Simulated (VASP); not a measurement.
# KCl (R-3m) in VASP: a series of runs, part 2 of 2

VASP 6.6.1. The steps go on from the part before.

### Step 4. Electric field gradients, LDA (equal xy, yz and zx shear strains of +3 %)

File INCAR:

```
PREC = Accurate
ENCUT = 520
EDIFF = 1E-8
ISMEAR = -1
SIGMA = 0.03
LREAL = F
LASPH = T
NELM = 100
ALGO = Normal
ISIF = 2
LWAVE = F
LCHARG = F
GGA = CA
LEFG = T
NBANDS = 15
```

File KPOINTS:

```
regular mesh
0
Gamma
  7 7 7
```

File POSCAR:

```
KCl
1.0
    0.0946830000      3.2034415000      3.2034415000
    3.2034415000      0.0946830000      3.2034415000
    3.2034415000      3.2034415000      0.0946830000
K Cl
1 1
Direct
    0.0000000000      0.0000000000      0.0000000000
    0.5000000000      0.5000000000      0.5000000000
```

Potentials or basis: VASP PAW LDA potentials, release 64 (K_sv, Cl).

Command:

```console
$ cat potpaw_LDA.64/K_sv/POTCAR potpaw_LDA.64/Cl/POTCAR > POTCAR
$ mpirun -np 1 vasp_std > vasp.out
```

OUTCAR:

```text
PREC = Accurate
   ENCUT = 520
   EDIFF = 1E-8
   ISMEAR = -1
   LREAL = F
   LASPH = T
   NELM = 100
   ISIF = 2
   GGA = CA

 ion  position               nearest neighbor table
   1  0.000  0.000  0.000-   2 3.16   2 3.16   2 3.16   2 3.16   2 3.16   2 3.16
   2  0.500  0.500  0.500-   1 3.16   1 3.16   1 3.16   1 3.16   1 3.16   1 3.16

  LATTYP: Found a trigonal (rhomboedric) cell.
 ALAT       =     4.5313397311
 COS(alpha) =     0.5293254421

  Lattice vectors:

 A1 = (   0.0946830000,   3.2034415000,   3.2034415000)
 A2 = (   3.2034415000,   0.0946830000,   3.2034415000)
 A3 = (   3.2034415000,   3.2034415000,   0.0946830000)

Analysis of symmetry for initial positions (statically):
=====================================================================
 Subroutine PRICEL returns:
 Original cell was already a primitive cell.

 Routine SETGRP: Setting up the symmetry group for a
 trigonal (rhombohedral) supercell.

 Subroutine GETGRP returns: Found 12 space group operations
 (whereof 12 operations were pure point group operations)
 out of a pool of 12 trial point group operations.

The static configuration has the point symmetry D_3d.

Analysis of symmetry for dynamics (positions and initial velocities):
=====================================================================
 Subroutine PRICEL returns:
 Original cell was already a primitive cell.

 Routine SETGRP: Setting up the symmetry group for a
 trigonal (rhombohedral) supercell.

 Subroutine GETGRP returns: Found 12 space group operations
 (whereof 12 operations were pure point group operations)
 out of a pool of 12 trial point group operations.

[... 577 lines left out ...]
      7      -2.3916      2.00000
      8      -2.3437      2.00000
      9       4.7658      0.00000
     10       5.1036      0.00000
     11       7.6164      0.00000
     12       7.7111      0.00000
     13       7.9305      0.00000
     14       8.4315      0.00000
     15       9.6419      0.00000

 [... further k-points ...]

------------------------ aborting loop because EDIFF is reached ----------------------------------------

  FORCE on cell =-STRESS in cart. coord.  units (eV):
  Direction    XX          YY          ZZ          XY          YZ          ZX
  --------------------------------------------------------------------------------------
  -------------------------------------------------------------------------------------
  Total       -0.8048310     -0.8048310     -0.8048310     -0.0922366     -0.0922366     -0.0922366
  in kB      -20.5221733    -20.5221733    -20.5221733     -2.3519178     -2.3519178     -2.3519178
  external PRESSURE =     -20.5221733 kB  Pullay stress =       0.0000000 kB

 VOLUME and BASIS-vectors are now :
 -----------------------------------------------------------------------------
  energy-cutoff  :      520.00
  volume of cell :       62.83
      direct lattice vectors                 reciprocal lattice vectors
     0.094683000  3.203441500  3.203441500    -0.163178180  0.158493639  0.158493639
     3.203441500  0.094683000  3.203441500     0.158493639 -0.163178180  0.158493639
     3.203441500  3.203441500  0.094683000     0.158493639  0.158493639 -0.163178180

 POSITION                                       TOTAL-FORCE (eV/Angst)
 -----------------------------------------------------------------------------------
      0.00000      0.00000      0.00000         0.000000      0.000000      0.000000
      3.25078      3.25078      3.25078        -0.000000      0.000000     -0.000000
 -----------------------------------------------------------------------------------
    total drift:                                0.000000      0.000000      0.000000

  FREE ENERGIE OF THE ION-ELECTRON SYSTEM (eV)
  ---------------------------------------------------
  free  energy   TOTEN  =        -7.3593718607 eV

  energy  without entropy=       -7.3593718606  energy(sigma->0) =       -7.35937186

 Electric field gradients (V/A^2)
---------------------------------------------------------------------
 ion       V_xx      V_yy      V_zz      V_xy      V_xz      V_yz
---------------------------------------------------------------------
   1       0.000     0.000     0.000    -1.675    -1.675    -1.675
   2       0.000     0.000     0.000     2.274     2.274     2.274
---------------------------------------------------------------------

 Electric field gradients after diagonalization (V/A^2)
 (convention: |V_zz| > |V_xx| > |V_yy|)
----------------------------------------------------------------------
 ion       V_xx      V_yy      V_zz     asymmetry (V_yy - V_xx)/ V_zz
----------------------------------------------------------------------
   1       1.675     1.675    -3.350       0.000
   2      -2.274    -2.274     4.548       0.000
----------------------------------------------------------------------

           NMR quadrupolar parameters

 Cq : quadrupolar parameter    Cq=e*Q*V_zz/h
 eta: asymmetry parameters     (V_yy - V_xx)/ V_zz
 Q  : nuclear electric quadrupole moment in mb (millibarn)
----------------------------------------------------------------------
 ion       Cq(MHz)       eta       Q (mb)
----------------------------------------------------------------------
   1      -0.008       0.000       1.000
   2       0.011       0.000       1.000
----------------------------------------------------------------------
```

stdout:

```text
POSCAR found type information on POSCAR K Cl
 POSCAR found :  2 types and       2 ions
 scaLAPACK will be used
 LDA part: xc-table for (Slater(with rela. corr.)+CA(PZ))
 , standard interpolation
 POSCAR, INCAR and KPOINTS ok, starting setup
 FFT: planning ... GRIDC
 FFT: planning ... GRID_SOFT
 FFT: planning ... GRID
 WAVECAR not read
 entering main loop
ion   1

ion   2
```

Run time: 1.7 min. Hardware: 1 thread of AMD EPYC 7R13 (Zen 3), shared host; peak memory 0.16 GiB.

What came out:

```
Free energy            : -7.3594 eV
Pressure               : -2.1 GPa
Band gap on the k mesh : 4.68 eV, direct
```

Levels at points of the mesh, in eV from the valence-band top:
| k point | band 5 | band 6 | band 7 | band 8 | band 9 | band 10 | band 11 | band 12 |
| --- | --- | --- | --- | --- | --- | --- | --- | --- |
| (0.00, 0.00, 0.00) | -10.59 | -0.09 | 0.00 | 0.00 | 4.68 | 7.81 | 8.17 | 8.17 |

Electric field gradients, principal values (V/Å²):
| atom | least | middle | greatest (by size) |
| --- | --- | --- | --- |
| 1 K | 1.675 | 1.675 | -3.350 |
| 2 Cl | -2.274 | -2.274 | 4.548 |

Caveat: the cell differs from its parent crystal (equal xy, yz and zx shear strains of +3 %); without QUAD_EFG the Cq values of the log hold for a quadrupole moment of 1 mb, not for the nuclei. A k mesh can miss the band edges.
